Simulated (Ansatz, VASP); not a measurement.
BeS: VASP beside Ansatz

```
Be S
1.0
     0.00000    2.46973    2.46973
     2.46973    0.00000    2.46973
     2.46973    2.46973    0.00000
Be S
1 1
Cartesian
  0.0000 0.0000 0.0000
  1.2349 1.2349 1.2349
```

Change from the starting cell: volume scaled by 1.04, crystal datasets.

Alike in both runs: task electric field gradients; functional PBE; k mesh 12 × 12 × 12; occupations fermi-dirac, width 0.05 eV; no spin polarisation.

```csv
,VASP,Ansatz
version,VASP 6.6.1,Ansatz 0.2.0
potentials or method,"VASP PAW PBE potentials, release 64 (Be, S), cutoff 520 eV","all-electron PAW with datasets made for the crystal, scalar-relativistic"
```

|  | VASP | Ansatz | Ansatz less VASP |
| --- | --- | --- | --- |
| gap on the k mesh at the Fermi level (eV) | 3.23 | 3.23 | -0.001 |
| pressure (GPa) | -3.3 | -3.4 | -0.03 |

Ansatz ran all-electron here, and VASP with PAW potentials.
